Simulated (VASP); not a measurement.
# Al3Si2B (R-3m) in VASP: single point with PBE

Aim: the single point of Al3Si2B with PBE.

Program: VASP 6.6.1. These are calculated values, not measurements. Logs are shortened: lines on timing, memory, paths and dates and some standing lists are left out, and cuts for length are marked.

### 1 The cell of the first run

It takes space group R-3m (No. 166, trigonal). The conventional cell has a = 4.854 Å, b = 4.854 Å, c = 12.297 Å, α = 90.00°, β = 90.00°, γ = 120.00°. Within 3.2 Å of Al (site symmetry 2/m) lie 4 Al at 2.43 Å and 2 B at 2.48 Å and 6 Si at 2.86 to 2.95 Å. Within 3.8 Å of Si (site symmetry 3m) lie 3 B at 2.85 Å and 9 Al at 2.86 to 2.95 Å and 4 Si at 3.00 to 3.02 Å. B (site symmetry -3m) has 6 Al at 2.48 Å and 6 Si at 2.85 Å within 3.3 Å.

### 2 Single point, PBE

Input file INCAR:

```
  PREC = Accurate
  ENCUT = 520
  EDIFF = 1E-7
  ISMEAR = 0
  SIGMA = 0.1
  LREAL = F
  LASPH = T
  NELM = 100
  ALGO = Normal
  ISIF = 2
  LWAVE = F
  LCHARG = T
  GGA = PE
  LELF = T
  LVHAR = T
  NBANDS = 19
```

Input file KPOINTS:

```
Automatic mesh
0
Gamma
  6 6 6
```

Input file POSCAR:

```
Al3Si2B
1.0
    2.4268029700      1.4011153500      4.0991055700
   -2.4268029700      1.4011153500      4.0991055700
    0.0000000000     -2.8022307000      4.0991055700
Al Si B
3 2 1
Direct
    0.5000000000      0.0000000000      0.5000000000
    0.0000000000      0.5000000000      0.5000000000
    0.5000000000      0.5000000000      0.0000000000
    0.1226730000      0.1226730000      0.1226730000
    0.8773270000      0.8773270000      0.8773270000
    0.5000000000      0.5000000000      0.5000000000
```

Potentials or basis: VASP PAW PBE potentials, release 64 (Al, Si, B).

Launch:

```console
> cat potpaw_PBE.64/Al/POTCAR potpaw_PBE.64/Si/POTCAR potpaw_PBE.64/B/POTCAR > POTCAR
> mpirun -np 1 vasp_std > vasp.out
```

OUTCAR:

```text
PREC = Accurate
   ENCUT = 520
   EDIFF = 1E-7
   ISMEAR = 0
   LREAL = F
   LASPH = T
   NELM = 100
   ISIF = 2
   GGA = PE

 ion  position               nearest neighbor table
   1  0.500  0.000  0.500-   2 2.43   2 2.43   3 2.43   3 2.43   6 2.48   6 2.48   4 2.86   5 2.86
                             4 2.86   5 2.86   4 2.95   5 2.95
   2  0.000  0.500  0.500-   1 2.43   1 2.43   3 2.43   3 2.43   6 2.48   6 2.48   5 2.86   4 2.86
                             5 2.86   4 2.86   4 2.95   5 2.95
   3  0.500  0.500  0.000-   1 2.43   2 2.43   1 2.43   2 2.43   6 2.48   6 2.48   4 2.86   5 2.86
                             4 2.86   5 2.86   4 2.95   5 2.95
   4  0.123  0.123  0.123-   3 2.86   3 2.86   2 2.86   1 2.86   1 2.86   2 2.86   1 2.95   2 2.95
                             3 2.95   5 3.00   5 3.00   5 3.00   5 3.02
   5  0.877  0.877  0.877-   3 2.86   3 2.86   2 2.86   1 2.86   1 2.86   2 2.86   1 2.95   2 2.95
                             3 2.95   4 3.00   4 3.00   4 3.00   4 3.02
   6  0.500  0.500  0.500-   1 2.48   2 2.48   1 2.48   2 2.48   3 2.48   3 2.48

  LATTYP: Found a trigonal (rhomboedric) cell.
 ALAT       =     4.9653965958
 COS(alpha) =     0.5222605033

  Lattice vectors:

 A1 = (   2.4268029700,   1.4011153500,   4.0991055700)
 A2 = (  -2.4268029700,   1.4011153500,   4.0991055700)
 A3 = (   0.0000000000,  -2.8022307000,   4.0991055700)

Analysis of symmetry for initial positions (statically):
=====================================================================
 Subroutine PRICEL returns:
 Original cell was already a primitive cell.

 Routine SETGRP: Setting up the symmetry group for a
 trigonal (rhombohedral) supercell.

 Subroutine GETGRP returns: Found 12 space group operations
 (whereof 12 operations were pure point group operations)
 out of a pool of 12 trial point group operations.

The static configuration has the point symmetry D_3d.

Analysis of symmetry for dynamics (positions and initial velocities):
=====================================================================
 Subroutine PRICEL returns:
 Original cell was already a primitive cell.

 Routine SETGRP: Setting up the symmetry group for a
 trigonal (rhombohedral) supercell.

 Subroutine GETGRP returns: Found 12 space group operations
 (whereof 12 operations were pure point group operations)
 out of a pool of 12 trial point group operations.

The dynamic configuration has the point symmetry D_3d.

 Subroutine INISYM returns: Found 12 space group operations
 (whereof 12 operations are pure point group operations),
 and found     1 'primitive' translations

----------------------------------------------------------------------------------------

                                     Primitive cell

  volume of cell :      83.6274

  direct lattice vectors                    reciprocal lattice vectors
     2.426802970  1.401115350  4.099105570     0.206032383  0.118952852  0.081318553
    -2.426802970  1.401115350  4.099105570    -0.206032383  0.118952852  0.081318553
     0.000000000 -2.802230700  4.099105570     0.000000000 -0.237905704  0.081318553

  length of vectors
     4.965396596  4.965396596  4.965396597     0.251419631  0.251419631  0.251419631

  position of ions in fractional coordinates (direct lattice)
     0.500000000  0.000000000  0.500000000
     0.000000000  0.500000000  0.500000000
     0.500000000  0.500000000  0.000000000
     0.122673000  0.122673000  0.122673000
     0.877327000  0.877327000  0.877327000
     0.500000000  0.500000000  0.500000000

  ion indices of the primitive-cell ions
   primitive index   ion index
                 1           1
                 2           2
                 3           3
                 4           4
                 5           5
                 6           6

----------------------------------------------------------------------------------------

 KPOINTS: Automatic mesh

Automatic generation of k-mesh.
 Grid dimensions read from file:
 generate k-points for:    6    6    6

 Generating k-lattice:

  Cartesian coordinates                     Fractional coordinates (reciprocal lattice)
     0.034338731  0.019825475  0.013553092     0.166666667  0.000000000 -0.000000000
    -0.034338731  0.019825475  0.013553092     0.000000000  0.166666667 -0.000000000
     0.000000000 -0.039650951  0.013553092    -0.000000000 -0.000000000  0.166666667

  Length of vectors
     0.041903272  0.041903272  0.041903272

  Shift w.r.t. Gamma in fractional coordinates (k-lattice)
     0.000000000  0.000000000  0.000000000

 Subroutine IBZKPT returns following result:
 ===========================================

 Found     32 irreducible k-points:

 Following reciprocal coordinates:
            Coordinates               Weight
  0.000000  0.000000  0.000000      1.000000
  0.166667  0.000000  0.000000      6.000000
  0.333333 -0.000000 -0.000000      6.000000
  0.500000 -0.000000  0.000000      3.000000
  0.166667  0.166667  0.000000      6.000000
  0.333333  0.166667  0.000000     12.000000
[... 16 lines left out ...]
  0.500000  0.500000  0.166667      6.000000
 -0.333333  0.500000  0.166667     12.000000
 [... further k-points ...]
   k-points           NKPTS =     32   k-points in BZ     NKDIM =     32   number of bands    NBANDS=     19
   number of dos      NEDOS =    301   number of ions     NIONS =      6
   total plane-waves  NPLWV =  64000
   dimension x,y,z NGX =    40 NGY =   40 NGZ =   40
   dimension x,y,z NGXF=    80 NGYF=   80 NGZF=   80
   ions per type =               3   2   1
   NGX,Y,Z   is equivalent  to a cutoff of  13.39, 13.39, 13.39 a.u.
   NGXF,Y,Z  is equivalent  to a cutoff of  26.78, 26.78, 26.78 a.u.
 SYSTEM =  unknown system
   PREC   = accura    normal or accurate (medium, high low for compatibility)
   ISTART =      0    job   : 0-new  1-cont  2-samecut
   ICHARG =      2    charge: 1-file 2-atom 10-const
   ISPIN  =      1    spin polarized calculation?
   LNONCOLLINEAR =      F non collinear calculations
   LSORBIT =      F    spin-orbit coupling
   LASPH  =      T    aspherical Exc in radial PAW
   ENCUT  =  520.0 eV  38.22 Ry    6.18 a.u.   9.23  9.23  9.23*2*pi/ulx,y,z
   NELM   =    100;   NELMIN=  2; NELMDL= -5     # of ELM steps
   EDIFF  = 0.1E-06   stopping-criterion for ELM
   LREAL  =      F    real-space projection
   EDIFFG = 0.1E-05   stopping-criterion for IOM
   NSW    =      0    number of steps for IOM
   IBRION =     -1    ionic relax: 0-MD 1-quasi-New 2-CG
   NFREE  =      0    steps in history (QN), initial steepest desc. (CG)
   ISIF   =      2    stress and relaxation
   ISYM   =      2    0-nonsym 1-usesym 2-fastsym
   POTIM  = 0.5000    time-step for ionic-motion
   TEBEG  =    0.0;   TEEND  =   0.0 temperature during run
   PSTRESS=    0.0 pullay stress
   NELECT =      20.0000    total number of electrons
   NUPDOWN=      -1.0000    fix difference up-down
   EMIN   =  10.00;   EMAX   =-10.00  energy-range for DOS
   EFERMI =   0.00;   METHOD = LEGACY
   ISMEAR =     0;   SIGMA  =   0.10  broadening in eV -4-tet -1-fermi 0-gaus
   EFERMI_NEDOS =   21; number of points for ismear=-14 and -15
   IALGO  =     38    algorithm
   IMIX   =      4    mixing-type and parameters
     AMIX     =   0.40;   BMIX     =  1.00
     AMIX_MAG =   1.60;   BMIX_MAG =  1.00
  volume/ion in A,a.u.               =      13.94        94.06
  Fermi-wavevector in a.u.,A,eV,Ry     =   1.016175  1.920293 14.049539  1.032612
  Thomas-Fermi vector in A             =   2.149504
   LORBIT       =      0    0 simple, 1 ext, 2 COOP (PROOUT), +10 PAW based schemes
   GGA     = PE    functional components
   LHFCALC =     F    Hartree Fock is set to
   AEXX    =    0.0000 exact exchange contribution
   IVDW    =     0    specifies the selected vdW correction
   LEPSILON=     F    determine dielectric tensor
   LRPA    =     F    only Hartree local field effects (RPA)
 non-spin polarized calculation
 Gauss-broadening in eV      SIGMA  =   0.10
  energy-cutoff  :      520.00
  volume of cell :       83.63
 maximum number of plane-waves:      2269
 NGX is ok and might be reduce to    40
   NGX = 19   NGY = 19   NGZ = 19

 number of electron      20.0000000 magnetization

 Free energy of the ion-electron system (eV)
  ---------------------------------------------------
  ext. energy  EPLUGINS =         0.00000000
  ---------------------------------------------------
  free energy    TOTEN  =       -24.35997256 eV

  energy without entropy =      -24.34812406  energy(sigma->0) =      -24.35404831

 E-fermi :   8.8255     XC(G=0): -10.8087

 val. band max:        8.8136370812   @ k =   0.5000  -0.0000   0.0000
 cond. band min:       8.8271402291   @ k =   0.5000   0.1667   0.0000
 fundamental gap:      0.0135031478
 Fermi energy:         8.8254673791

 k-point     1 :       0.0000    0.0000    0.0000
  band No.  band energies     occupation
      1      -4.0986      2.00000
      2       3.1219      2.00000
      3       3.6306      2.00000
      4       4.5793      2.00000
      5       4.6088      2.00000
      6       4.7064      2.00000
[... 11 lines left out ...]
     18      16.0987      0.00000
     19      18.2080      0.00000

 k-point     2 :       0.1667    0.0000    0.0000
  band No.  band energies     occupation
      1      -3.8477      2.00000
      2       1.8985      2.00000
      3       2.9951      2.00000
      4       3.9148      2.00000
      5       4.3915      2.00000
      6       4.7444      2.00000
[... 11 lines left out ...]
     18      15.3235      0.00000
     19      16.6753      0.00000

 k-point     3 :       0.3333   -0.0000   -0.0000
  band No.  band energies     occupation
      1      -3.0994      2.00000
      2      -0.1610      2.00000
      3       2.8366      2.00000
      4       3.6680      2.00000
      5       3.7995      2.00000
      6       4.1676      2.00000
[... 11 lines left out ...]
     18      13.2291      0.00000
     19      16.5173      0.00000

 k-point     4 :       0.5000   -0.0000    0.0000
  band No.  band energies     occupation
      1      -1.9536      2.00000
      2      -1.7664      2.00000
      3       3.0338      2.00000
      4       3.1524      2.00000
      5       3.9315      2.00000
      6       3.9617      2.00000
[... 11 lines left out ...]
     18      14.8755      0.00000
     19      15.8712      0.00000

 k-point     5 :       0.1667    0.1667    0.0000
  band No.  band energies     occupation
      1      -3.7690      2.00000
      2       2.2901      2.00000
      3       2.5669      2.00000
      4       3.3339      2.00000
      5       3.6400      2.00000
      6       3.7920      2.00000
[... 11 lines left out ...]
     18      15.3913      0.00000
     19      15.5669      0.00000
[... 334 lines left out ...]
      2      -1.1452      2.00000
      3       0.5732      2.00000
      4       0.7328      2.00000
      5       4.3086      2.00000
      6       4.6982      2.00000
[... 11 lines left out ...]
     18      14.3569      0.00000
     19      14.7004      0.00000

 k-point    22 :      -0.1667    0.3333    0.1667
  band No.  band energies     occupation
      1      -2.4340      2.00000
      2       0.3031      2.00000
      3       0.5770      2.00000
      4       1.3483      2.00000
      5       3.9504      2.00000
      6       4.5435      2.00000
[... 11 lines left out ...]
     18      14.4609      0.00000
     19      15.1862      0.00000

 k-point    23 :       0.5000    0.5000    0.1667
  band No.  band energies     occupation
      1      -1.9332      2.00000
      2      -0.1189      2.00000
      3       0.1116      2.00000
      4       1.5958      2.00000
      5       2.6502      2.00000
      6       3.7885      2.00000
[... 11 lines left out ...]
     18      13.6150      0.00000
     19      14.4419      0.00000

 k-point    24 :      -0.3333    0.5000    0.1667
  band No.  band energies     occupation
      1      -0.9756      2.00000
      2      -0.7187      2.00000
      3      -0.0409      2.00000
      4       0.2749      2.00000
      5       3.7454      2.00000
      6       4.2429      2.00000
[... 11 lines left out ...]
     18      14.2739      0.00000
     19      14.6238      0.00000

 [... further k-points ...]
[... 5 lines left out ...]
  --------------------------------------------------------------------------------------
  -------------------------------------------------------------------------------------
  Total        6.9503809      6.9503809     -6.1461025     -0.0000000     -0.0000000     -0.0000000
  in kB      133.1589697    133.1589701   -117.7501901     -0.0000000     -0.0000000     -0.0000000
  external PRESSURE =      49.5225832 kB  Pullay stress =       0.0000000 kB

 VOLUME and BASIS-vectors are now :
 -----------------------------------------------------------------------------
  energy-cutoff  :      520.00
  volume of cell :       83.63
      direct lattice vectors                 reciprocal lattice vectors
     2.426802970  1.401115350  4.099105570     0.206032383  0.118952852  0.081318553
    -2.426802970  1.401115350  4.099105570    -0.206032383  0.118952852  0.081318553
     0.000000000 -2.802230700  4.099105570     0.000000000 -0.237905704  0.081318553

 POSITION                                       TOTAL-FORCE (eV/Angst)
 -----------------------------------------------------------------------------------
      1.21340     -0.70056      4.09911        -0.000000      0.000000     -0.000000
     -1.21340     -0.70056      4.09911         0.000000      0.000000     -0.000000
      0.00000      1.40112      4.09911        -0.000000      0.000000     -0.000000
      0.00000      0.00000      1.50855        -0.000000      0.000000      0.112155
      0.00000      0.00000     10.78877        -0.000000     -0.000000     -0.112155
      0.00000      0.00000      6.14866         0.000000      0.000000     -0.000000
 -----------------------------------------------------------------------------------
    total drift:                                0.000000      0.000000      0.000000

  FREE ENERGIE OF THE ION-ELECTRON SYSTEM (eV)
  ---------------------------------------------------
  free  energy   TOTEN  =       -24.3599725626 eV

  energy  without entropy=      -24.3481240557  energy(sigma->0) =      -24.35404831
```

Wall time 60 s (1 thread of Intel Xeon 6975P-C, shared host); peak memory 0.25 GiB.

What came out:

```yaml
Free_energy: -24.3600 eV
Pressure: 5.0 GPa
Largest_force: 0.112 eV/Å
Band_gap_on_the_k_mesh: zero (band 10 reaches 10.17 eV, above the bottom of band 11 at 7.02 eV)
```

Forces in eV/Å, atoms in the order of the input:
```
Al   0.000  0.000  0.000
Al   0.000  0.000  0.000
Al   0.000  0.000  0.000
Si   0.000  0.000  0.112
Si   0.000  0.000 -0.112
B    0.000  0.000  0.000
```
